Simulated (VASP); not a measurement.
Set up this calculation in VASP 6.6.1, as the native input.

* Task: single point
* Functional: PBE
* Potentials or basis: VASP PAW PBE potentials, release 64 (Ni, O)
* Cutoff: 600 eV
* k mesh: 9 × 9 × 9
* Occupations: methfessel-paxton, width 0.1 eV
* Spin: collinear spin, ferromagnetic start
* Starting moments: [2.0, 0.0] μB
* Hubbard terms: Ni d U = 3.5 eV
* Dipole correction: no
* Further INCAR settings: ALGO = Normal; EDIFF = 1e-06; NBANDS = 19

The structure of NiO lies in POSCAR:

```
NiO
1.0
    0.0000000000      2.0859020000      2.0859020000
    2.0859020000      0.0000000000      2.0859020000
    2.0859020000      2.0859020000      0.0000000000
Ni O
1 1
Direct
    0.0000000000      0.0000000000      0.0000000000
    0.5000000000      0.5000000000      0.5000000000
```

These files were run (other wordings do the same):

INCAR

```
SYSTEM = NiO
PREC = Accurate
ENCUT = 600
EDIFF = 1E-6
ISMEAR = 1
SIGMA = 0.1
LREAL = .FALSE.
LASPH = .TRUE.
NELM = 200
ALGO = Normal
ISIF = 2
LWAVE = .FALSE.
LCHARG = .FALSE.
ISPIN = 2
MAGMOM = 2 0
LORBIT = 11
LMAXMIX = 4
LDAU = .TRUE.
LDAUTYPE = 2
LDAUL = 2 -1
LDAUU = 3.5 0
LDAUJ = 0 0
LDAUPRINT = 1
GGA = PE
NBANDS = 19
GGA_COMPAT = .FALSE.
```

KPOINTS

```
regular mesh
0
G
  9 9 9
  0 0 0
```

Potentials or basis: VASP PAW PBE potentials, release 64 (Ni, O).

Command:

```console
$ cat potpaw_PBE.64/Ni/POTCAR potpaw_PBE.64/O/POTCAR > POTCAR
$ mpirun -np 1 vasp_std > vasp.out
```

It gave:

```json
{"Pressure": "5.9 GPa", "Band gap on the k mesh": "1.14 eV, indirect (least direct gap 1.90 eV)", "Net moment": "2.00 μB per cell", "Site moments": "Ni +1.73; O +0.24 μB", "Valence electrons inside the program's atomic spheres": "Ni 8.98; O 5.02"}
```

Caveat: a cell with one magnetic atom can't hold antiferromagnetic order, which such compounds often take.

It took 29 s on 1 thread of Intel(R) Xeon(R) Platinum 8488C (Sapphire Rapids), with other jobs on the host, peak memory 0.16 GiB.
